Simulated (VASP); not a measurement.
Wanted: the native input for a VASP 6.6.1 run.

```
Task                   : single point
Functional             : PBE
Potentials or basis    : VASP PAW PBE potentials, release 64 (Ge_d)
Cutoff                 : 410 eV
k mesh                 : 1 × 1 × 28
Occupations            : gaussian, width 0.05 eV
Spin                   : collinear spin
Starting moments       : [0.5] μB
Dipole correction      : no
Further INCAR settings : ALGO = Normal; EDIFF = 1e-06; NBANDS = 17
```

The structure of Ge lies in POSCAR:

```
Ge
1.0
    9.0000000000      0.0000000000      0.0000000000
    0.0000000000      9.3000000000      0.0000000000
    0.0000000000      0.0000000000      2.3807762188
Ge
1
Direct
    0.5000000000      0.5000000000      0.0000000000
```

One way to write it, as run:

INCAR

```
ALGO = Normal ; EDIFF = 1E-6
ENCUT = 410 ; GGA = PE
GGA_COMPAT = False ; ISIF = 2
ISMEAR = 0 ; ISPIN = 2
LASPH = True ; LCHARG = True
LELF = True ; LORBIT = 11
LREAL = False ; LVHAR = True
LWAVE = False ; MAGMOM = 0.5
NBANDS = 17 ; NELM = 200
PREC = Accurate ; SIGMA = 0.05
```

KPOINTS

```
k-points
0
Gamma
  1 1 28
```

Potentials or basis: VASP PAW PBE potentials, release 64 (Ge_d).

The run is started by

```console
$ cat potpaw_PBE.64/Ge_d/POTCAR > POTCAR
$ mpirun -np 1 vasp_std > vasp.out
```

Results of the run:

* Band gap on the k mesh: zero (filled and empty bands overlap)
* Net moment: 0.01 μB per cell
* Valence electrons inside the program's atomic spheres: Ge 12.22

It took 84 s on 1 thread of Intel(R) Xeon(R) Platinum 8259CL CPU @ 2.50GHz (Skylake/Cascade Lake) (shared host), peak memory 0.29 GiB.
